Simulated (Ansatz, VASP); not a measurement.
## One calculation of Co, two programs

```
CELL_PARAMETERS angstrom
2.49352 0.00000 0.00000
-1.24676 2.15945 0.00000
0.00000 0.00000 4.02778
ATOMIC_POSITIONS crystal
Co 0.33333 0.66667 0.25000
Co 0.66667 0.33333 0.75000
```

Alike in both runs: task single point; functional PBE; k mesh 14 × 14 × 8; occupations fermi-dirac, width 0.01 eV; collinear spin.

|  | VASP | Ansatz |
| --- | --- | --- |
| version | VASP 6.6.1 | Ansatz 0.2.0 |
| potentials or method | VASP PAW PBE potentials, release 64 (Co), cutoff 520 eV | plane waves (420 eV) with PAW, scalar-relativistic |
| valence electrons in the cell | 18 | 34 |

|  | VASP | Ansatz | Ansatz less VASP |
| --- | --- | --- | --- |
| pressure (GPa) | -1.0 | -0.1 | +0.95 |
| traceless stress, the component that is largest in VASP (GPa) | 0.06 | -0.14 | -0.201 |
| net moment per atom (μB) | 1.57 | 1.59 | +0.017 |
| size of the moment on the site where the two differ most (μB) | 1.59 | 1.67 | +0.075 |

Site moments also hang on the region over which each program counts them. VASP's potentials hold 18 valence electrons a cell and Ansatz's 34, so a difference there can come from the potentials and not from the codes.
